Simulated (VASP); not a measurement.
# Pt (Fm-3m) in VASP: a series of runs

Pt is run at these levels: LDA; tasks: single point.

Everything below comes from runs of VASP 6.6.1. Logs are shortened: lines on timing, memory, paths and dates and some standing lists are left out, and cuts for length are marked.

**1. The cell of the first run**

Symmetry: Fm-3m, No. 225, cubic system. The conventional cell has a = 3.839 Å, b = 3.839 Å, c = 3.839 Å, α = 90.00°, β = 90.00°, γ = 90.00°. Pt (site symmetry m-3m) has 12 Pt at 2.71 Å within 3.6 Å.

**2. Single point, LDA**

INCAR reads:

```
  PREC = Accurate
  ENCUT = 520
  EDIFF = 1E-6
  ISMEAR = -1
  SIGMA = 0.1
  LREAL = F
  LASPH = T
  NELM = 80
  ALGO = Normal
  ISIF = 2
  LWAVE = F
  LCHARG = T
  LELF = T
  LVHAR = T
  NBANDS = 11
```

KPOINTS reads:

```
regular mesh
0
Gamma
  24 24 24
```

POSCAR reads:

```
Pt
1.0
    0.0000000000      1.9194410288      1.9194410288
    1.9194410288      0.0000000000      1.9194410288
    1.9194410288      1.9194410288      0.0000000000
Pt
1
Direct
    0.0000000000      0.0000000000      0.0000000000
```

Potentials or basis: VASP PAW LDA potentials, release 64 (Pt).

Command:

```bash
> cat potpaw_LDA.64/Pt/POTCAR > POTCAR
> mpirun -np 1 vasp_std > vasp.out
```

OUTCAR:

```text
PREC = Accurate
   ENCUT = 520
   EDIFF = 1E-6
   ISMEAR = -1
   LREAL = F
   LASPH = T
   NELM = 80
   ISIF = 2

 ion  position               nearest neighbor table
   1  0.000  0.000  0.000-

  LATTYP: Found a face centered cubic cell.
 ALAT       =     3.8388820576

  Lattice vectors:

 A1 = (   0.0000000000,   1.9194410288,   1.9194410288)
 A2 = (   1.9194410288,   0.0000000000,   1.9194410288)
 A3 = (   1.9194410288,   1.9194410288,   0.0000000000)

Analysis of symmetry for initial positions (statically):
=====================================================================
 Subroutine PRICEL returns:
 Original cell was already a primitive cell.

 Routine SETGRP: Setting up the symmetry group for a
 face centered cubic supercell.

 Subroutine GETGRP returns: Found 48 space group operations
[... 9 lines left out ...]

 Routine SETGRP: Setting up the symmetry group for a
 face centered cubic supercell.

 Subroutine GETGRP returns: Found 48 space group operations
[... 11 lines left out ...]
                                     Primitive cell

  volume of cell :      14.1434

  direct lattice vectors                    reciprocal lattice vectors
     0.000000000  1.919441029  1.919441029    -0.260492504  0.260492504  0.260492504
     1.919441029  0.000000000  1.919441029     0.260492504 -0.260492504  0.260492504
     1.919441029  1.919441029  0.000000000     0.260492504  0.260492504 -0.260492504

  length of vectors
     2.714499535  2.714499535  2.714499535     0.451186252  0.451186252  0.451186252

  position of ions in fractional coordinates (direct lattice)
     0.000000000  0.000000000  0.000000000

  ion indices of the primitive-cell ions
   primitive index   ion index
                 1           1

----------------------------------------------------------------------------------------

 KPOINTS: regular mesh

Automatic generation of k-mesh.
 Grid dimensions read from file:
 generate k-points for:   24   24   24

 Generating k-lattice:

  Cartesian coordinates                     Fractional coordinates (reciprocal lattice)
    -0.010853854  0.010853854  0.010853854     0.041666667  0.000000000  0.000000000
     0.010853854 -0.010853854  0.010853854     0.000000000  0.041666667  0.000000000
     0.010853854  0.010853854 -0.010853854     0.000000000  0.000000000  0.041666667

  Length of vectors
     0.018799427  0.018799427  0.018799427

  Shift w.r.t. Gamma in fractional coordinates (k-lattice)
     0.000000000  0.000000000  0.000000000

 Subroutine IBZKPT returns following result:
 ===========================================

 Found    413 irreducible k-points:

 Following reciprocal coordinates:
            Coordinates               Weight
  0.000000  0.000000  0.000000      1.000000
  0.041667  0.000000  0.000000      8.000000
  0.083333  0.000000  0.000000      8.000000
  0.125000  0.000000  0.000000      8.000000
  0.166667  0.000000  0.000000      8.000000
  0.208333  0.000000  0.000000      8.000000
[... 16 lines left out ...]
  0.416667  0.041667  0.000000     24.000000
  0.458333  0.041667  0.000000     24.000000
 [... further k-points ...]
   k-points           NKPTS =    413   k-points in BZ     NKDIM =    413   number of bands    NBANDS=     11
   number of dos      NEDOS =    301   number of ions     NIONS =      1
   total plane-waves  NPLWV =   8000
   dimension x,y,z NGX =    20 NGY =   20 NGZ =   20
   dimension x,y,z NGXF=    40 NGYF=   40 NGZF=   40
   ions per type =               1
   NGX,Y,Z   is equivalent  to a cutoff of  12.25, 12.25, 12.25 a.u.
   NGXF,Y,Z  is equivalent  to a cutoff of  24.50, 24.50, 24.50 a.u.
 SYSTEM =  unknown system
   PREC   = accura    normal or accurate (medium, high low for compatibility)
   ISTART =      0    job   : 0-new  1-cont  2-samecut
   ICHARG =      2    charge: 1-file 2-atom 10-const
   ISPIN  =      1    spin polarized calculation?
   LNONCOLLINEAR =      F non collinear calculations
   LSORBIT =      F    spin-orbit coupling
   LASPH  =      T    aspherical Exc in radial PAW
   ENCUT  =  520.0 eV  38.22 Ry    6.18 a.u.   5.05  5.05  5.05*2*pi/ulx,y,z
   NELM   =     80;   NELMIN=  2; NELMDL= -5     # of ELM steps
   EDIFF  = 0.1E-05   stopping-criterion for ELM
   LREAL  =      F    real-space projection
   EDIFFG = 0.1E-04   stopping-criterion for IOM
   NSW    =      0    number of steps for IOM
   IBRION =     -1    ionic relax: 0-MD 1-quasi-New 2-CG
   NFREE  =      0    steps in history (QN), initial steepest desc. (CG)
   ISIF   =      2    stress and relaxation
   ISYM   =      2    0-nonsym 1-usesym 2-fastsym
   POTIM  = 0.5000    time-step for ionic-motion
   TEBEG  =    0.0;   TEEND  =   0.0 temperature during run
   PSTRESS=    0.0 pullay stress
   NELECT =      10.0000    total number of electrons
   NUPDOWN=      -1.0000    fix difference up-down
   EMIN   =  10.00;   EMAX   =-10.00  energy-range for DOS
   EFERMI =   0.00;   METHOD = LEGACY
   ISMEAR =    -1;   SIGMA  =   0.10  broadening in eV -4-tet -1-fermi 0-gaus
   EFERMI_NEDOS =   21; number of points for ismear=-14 and -15
   IALGO  =     38    algorithm
   IMIX   =      4    mixing-type and parameters
     AMIX     =   0.40;   BMIX     =  1.00
     AMIX_MAG =   1.60;   BMIX_MAG =  1.00
  volume/ion in A,a.u.               =      14.14        95.44
  Fermi-wavevector in a.u.,A,eV,Ry     =   1.458445  2.756061 28.940433  2.127062
  Thomas-Fermi vector in A             =   2.575129
   LORBIT       =      0    0 simple, 1 ext, 2 COOP (PROOUT), +10 PAW based schemes
   GGA     = CA    functional components
   LHFCALC =     F    Hartree Fock is set to
   AEXX    =    0.0000 exact exchange contribution
   IVDW    =     0    specifies the selected vdW correction
   LEPSILON=     F    determine dielectric tensor
   LRPA    =     F    only Hartree local field effects (RPA)
 non-spin polarized calculation
  energy-cutoff  :      520.00
  volume of cell :       14.14
 maximum number of plane-waves:       392
   NGX =  9   NGY =  9   NGZ =  9

 number of electron      10.0000000 magnetization

 number of electron       9.9999999 magnetization

 Free energy of the ion-electron system (eV)
  ---------------------------------------------------
  ext. energy  EPLUGINS =         0.00000000
  ---------------------------------------------------
  free energy    TOTEN  =        -7.50200859 eV

  energy without entropy =       -7.45177203  energy(sigma->0) =       -7.47689031

 E-fermi :  12.4474     XC(G=0): -14.0620

 val. band max:       12.4471571443   @ k =  -0.2500   0.4167   0.1667
 cond. band min:      12.4480201988   @ k =  -0.3750   0.4167   0.2083
 fundamental gap:      0.0008630545
 Fermi energy:        12.4474142412

 k-point     1 :       0.0000    0.0000    0.0000
  band No.  band energies     occupation
      1       1.4499      2.00000
      2       8.2031      2.00000
      3       8.2031      2.00000
      4       8.2031      2.00000
      5      10.6369      2.00000
      6      10.6369      2.00000
      7      26.8443      0.00000
      8      32.1355      0.00000
      9      32.1355      0.00000
     10      32.1355      0.00000
     11      37.8288      0.00000

 k-point     2 :       0.0417    0.0000    0.0000
  band No.  band energies     occupation
      1       1.5250      2.00000
      2       8.1667      2.00000
      3       8.2343      2.00000
      4       8.2343      2.00000
      5      10.6177      2.00000
      6      10.6177      2.00000
      7      26.9685      0.00000
      8      31.7418      0.00000
      9      32.2564      0.00000
     10      32.2564      0.00000
     11      38.2898      0.00000

 k-point     3 :       0.0833    0.0000    0.0000
  band No.  band energies     occupation
      1       1.7462      2.00000
      2       8.0668      2.00000
      3       8.3219      2.00000
      4       8.3219      2.00000
      5      10.5687      2.00000
      6      10.5687      2.00000
      7      27.3241      0.00000
      8      30.8197      0.00000
      9      32.6136      0.00000
     10      32.6136      0.00000
     11      39.3078      0.00000

 k-point     4 :       0.1250    0.0000    0.0000
  band No.  band energies     occupation
      1       2.1006      2.00000
      2       7.9297      2.00000
      3       8.4451      2.00000
      4       8.4451      2.00000
      5      10.5170      2.00000
      6      10.5170      2.00000
      7      27.8552      0.00000
      8      29.7003      0.00000
      9      33.1902      0.00000
     10      33.1902      0.00000
     11      39.5829      0.00000

 k-point     5 :       0.1667    0.0000    0.0000
  band No.  band energies     occupation
      1       2.5624      2.00000
      2       7.7981      2.00000
      3       8.5652      2.00000
      4       8.5652      2.00000
      5      10.5081      2.00000
      6      10.5081      2.00000
      7      28.3916      0.00000
      8      28.5821      0.00000
      9      33.9574      0.00000
     10      33.9574      0.00000
     11      38.2472      0.00000

 k-point     6 :       0.2083    0.0000    0.0000
  band No.  band energies     occupation
      1       3.0856      2.00000
      2       7.7336      2.00000
      3       8.6328      2.00000
      4       8.6328      2.00000
      5      10.5973      2.00000
      6      10.5973      2.00000
      7      27.3012      0.00000
      8      28.9185      0.00000
      9      34.8637      0.00000
     10      34.8637      0.00000
     11      36.9799      0.00000

 k-point     7 :       0.2500    0.0000    0.0000
  band No.  band energies     occupation
      1       3.5964      2.00000
      2       7.8203      2.00000
      3       8.6187      2.00000
      4       8.6187      2.00000
      5      10.8139      2.00000
      6      10.8139      2.00000
      7      26.0406      0.00000
      8      28.9486      0.00000
      9      35.7405      0.00000
     10      35.7405      0.00000
     11      36.4716      0.00000

 k-point     8 :       0.2917    0.0000    0.0000
  band No.  band energies     occupation
      1       4.0025      2.00000
      2       8.1514      2.00000
      3       8.5372      2.00000
      4       8.5372      2.00000
      5      11.1370      2.00000
      6      11.1370      2.00000
      7      24.6831      0.00000
      8      28.4949      0.00000
      9      35.5974      0.00000
     10      35.5974      0.00000
     11      36.8983      0.00000
[... 141 lines left out ...]
 k-point    19 :       0.2500    0.0417    0.0000
  band No.  band energies     occupation
      1       3.4962      2.00000
      2       7.6855      2.00000
      3       8.6407      2.00000
      4       8.6873      2.00000
      5      10.5127      2.00000
      6      10.9763      2.00000
      7      26.5338      0.00000
      8      29.0899      0.00000
      9      34.5454      0.00000
     10      35.5408      0.00000
     11      36.6991      0.00000

 k-point    20 :       0.2917    0.0417    0.0000
  band No.  band energies     occupation
      1       3.9478      2.00000
      2       7.9073      2.00000
      3       8.5517      2.00000
      4       8.6300      2.00000
      5      10.8454      2.00000
      6      11.2700      1.99998
      7      25.2002      0.00000
      8      28.7701      0.00000
      9      34.6176      0.00000
     10      35.7171      0.00000
     11      37.1052      0.00000

 k-point    21 :       0.3333    0.0417    0.0000
  band No.  band energies     occupation
      1       4.2481      2.00000
      2       8.3644      2.00000
      3       8.4623      2.00000
      4       8.5284      2.00000
      5      11.2738      1.99998
      6      11.6194      1.99949
      7      23.7515      0.00000
      8      28.1460      0.00000
      9      33.9134      0.00000
     10      35.0796      0.00000
     11      37.7149      0.00000

 k-point    22 :       0.3750    0.0417    0.0000
  band No.  band energies     occupation
      1       4.3930      2.00000
      2       8.2885      2.00000
      3       8.4137      2.00000
      4       9.1466      2.00000
      5      11.7496      1.99814
      6      11.9692      1.98338
      7      22.2310      0.00000
      8      27.5180      0.00000
      9      33.0168      0.00000
     10      33.9508      0.00000
     11      38.9961      0.00000

 k-point    23 :       0.4167    0.0417    0.0000
  band No.  band energies     occupation
      1       4.4382      2.00000
      2       8.1832      2.00000
      3       8.3097      2.00000
      4       9.9894      2.00000
      5      12.2377      1.78131
      6      12.2640      1.72457
      7      20.7543      0.00000
      8      27.0265      0.00000
      9      32.2707      0.00000
     10      32.9153      0.00000
     11      40.2799      0.00000

 k-point    24 :       0.4583    0.0417    0.0000
  band No.  band energies     occupation
      1       4.4408      2.00000
      2       8.1122      2.00000
      3       8.2322      2.00000
      4      10.7339      2.00000
      5      12.4545      0.96474
      6      12.7024      0.14494
      7      19.5124      0.00000
      8      26.7069      0.00000
      9      31.8039      0.00000
     10      32.1299      0.00000
     11      41.1917      0.00000

 [... further k-points ...]
[... 5 lines left out ...]
  --------------------------------------------------------------------------------------
  -------------------------------------------------------------------------------------
  Total        1.4101652      1.4101652      1.4101652     -0.0000000     -0.0000000      0.0000000
  in kB      159.7446282    159.7446282    159.7446282     -0.0000000     -0.0000000      0.0000000
  external PRESSURE =     159.7446282 kB  Pullay stress =       0.0000000 kB

 VOLUME and BASIS-vectors are now :
 -----------------------------------------------------------------------------
  energy-cutoff  :      520.00
  volume of cell :       14.14
      direct lattice vectors                 reciprocal lattice vectors
     0.000000000  1.919441029  1.919441029    -0.260492504  0.260492504  0.260492504
     1.919441029  0.000000000  1.919441029     0.260492504 -0.260492504  0.260492504
     1.919441029  1.919441029  0.000000000     0.260492504  0.260492504 -0.260492504

 POSITION                                       TOTAL-FORCE (eV/Angst)
 -----------------------------------------------------------------------------------
      0.00000      0.00000      0.00000         0.000000     -0.000000      0.000000
 -----------------------------------------------------------------------------------
    total drift:                                0.000000     -0.000000      0.000000

  FREE ENERGIE OF THE ION-ELECTRON SYSTEM (eV)
  ---------------------------------------------------
  free  energy   TOTEN  =        -7.5020085861 eV

  energy  without entropy=       -7.4517720290  energy(sigma->0) =       -7.47689031
```

Run time: 21 s. Hardware: 1 thread of Intel Xeon Platinum 8481C at 2.70GHz (Sapphire Rapids), shared host; peak memory 0.17 GiB.

What came out:

- Free energy: -7.5020 eV
- Pressure: 16.0 GPa
- Band gap on the k mesh: zero (band 5 reaches 13.01 eV, above the bottom of band 6 at 10.51 eV)

Levels at points of the mesh, in eV from the Fermi level:
```
           k point  band 3  band 4  band 5  band 6  band 7  band 8
(0.00, 0.00, 0.00)   -4.24   -4.24   -1.81   -1.81   14.40   19.69
(0.50, 0.00, 0.00)   -4.31   -0.75    0.05    0.05    6.34   13.99
(0.50, 0.50, 0.00)    0.03    0.56    0.56    1.64    9.59   11.53
```

Caveat: spin-orbit coupling is left out, which moves the levels of the heavy elements.

**3. Single point, LDA**

This run uses another cell than the first one, of 14.34 Å³/atom, 1.014 times its volume.

INCAR reads:

```
ALGO = Normal
EDIFF = 1E-6
ENCUT = 520
GGA = CA
ISIF = 2
ISMEAR = -1
LASPH = True
LCHARG = False
LREAL = False
LWAVE = False
NBANDS = 11
NELM = 80
PREC = Accurate
SIGMA = 0.1
```

KPOINTS reads:

```
k-points
0
Gamma
  24 24 24
```

POSCAR reads:

```
Pt
1.0
    0.0000000000      1.9281516464      1.9281516464
    1.9281516464      0.0000000000      1.9281516464
    1.9281516464      1.9281516464      0.0000000000
Pt
1
Direct
    0.0000000000      0.0000000000      0.0000000000
```

Potentials or basis: VASP PAW LDA potentials, release 64 (Pt).

Command:

```bash
> cat potpaw_LDA.64/Pt/POTCAR > POTCAR
> mpirun -np 1 vasp_std > vasp.out
```

It took 21 s on 1 thread of Intel Xeon Platinum 8481C at 2.70GHz (Sapphire Rapids), shared host; peak memory 0.17 GiB.

It converged, with:

- Free energy: -7.5184 eV
- Pressure: 10.9 GPa
- Band gap on the k mesh: zero (band 5 reaches 12.71 eV, above the bottom of band 6 at 10.27 eV)

Levels at points of the mesh, in eV from the Fermi level:
```tsv
k point	band 2	band 3	band 4	band 5	band 6	band 7	band 8	band 9
(0.00, 0.00, 0.00)	-4.15	-4.15	-4.15	-1.77	-1.77	14.45	19.66	19.66
(0.50, 0.00, 0.00)	-4.22	-4.22	-0.70	0.05	0.05	6.23	14.03	19.22
(0.50, 0.50, 0.00)	-7.21	0.03	0.54	0.54	1.66	9.43	11.49	11.49
```

Caveat: spin-orbit coupling is left out, which moves the levels of the heavy elements.

(Continued in part 2 of 2.)
